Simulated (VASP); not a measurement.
# W: single point with LDA

The system is W.

```
W
1.0
     2.52434    0.00000    0.00000
     0.00000    2.52434    0.00000
     0.00000    0.00000    2.52434
W
1
Direct
  0.00000 0.00000 0.00000
```

This cell differs from its parent crystal: volume scaled by 0.92.

| Item | Value |
| --- | --- |
| Program | VASP 6.6.1 |
| Task | single point |
| Functional | LDA |
| Potentials or basis | VASP PAW LDA potentials, release 64 (W_sv) |
| Cutoff | 520 eV |
| k mesh | 15 × 15 × 15 |
| Occupations | fermi-dirac, width 0.08 eV |
| Spin | no spin polarisation |

| Property | Result |
| --- | --- |
| Pressure | 25.8 GPa |
| Band gap on the k mesh | zero (band 7 reaches 13.01 eV, above the bottom of band 8 at 9.91 eV) |

Levels at points of the mesh, in eV from the Fermi level:
```csv
k point,band 3,band 4,band 5,band 6,band 7,band 8,band 9,band 10,band 11,band 12
"(0.00, 0.00, 0.00)",-37.15,-37.15,-9.06,-4.99,-4.99,5.62,5.62,5.62,15.93,15.93
```

Run time: 14 s on 1 thread of AMD EPYC 7R43 64-Core Processor (Zen 3), on a shared host, peak memory 0.1 GiB.

Caveat: spin-orbit coupling is left out, which moves the levels of the heavy elements.
